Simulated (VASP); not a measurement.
The system is Si.

```
CELL_PARAMETERS angstrom
3.83213 0.00000 0.00000
-1.91606 3.31872 0.00000
0.00000 0.00000 6.34122
ATOMIC_POSITIONS crystal
Si 0.33333 0.66667 0.00056
Si 0.66667 0.33333 0.50056
Si 0.33333 0.66667 0.37444
Si 0.66667 0.33333 0.87444
```

This isn't the form of Si at room conditions, which is diamond.

Base run:

- Program: VASP 6.6.1
- Functional: r2SCAN
- Potentials or basis: VASP PAW PBE potentials, release 64 (Si)
- Cutoff: 520 eV
- k mesh: 12 × 12 × 4
- Occupations: gaussian, width 0.01 eV
- Spin: no spin polarisation

Its results: band gap on the k mesh 0.62 eV (least direct gap 1.38 eV); pressure -0.2 GPa.

**Question.** The run is repeated on the same cell with these changes: functional from r2SCAN to LDA; potentials or basis from VASP PAW PBE potentials, release 64 (Si) to VASP PAW LDA potentials, release 64 (Si). What comes out?

**Answer.** Band gap on the k mesh 0.32 eV (least direct gap 0.93 eV); pressure -2.2 GPa.

Caveats: the PAW data sets were made with another functional, which shifts forces and pressure a little (at least some runs).

A k mesh can miss the band edges.
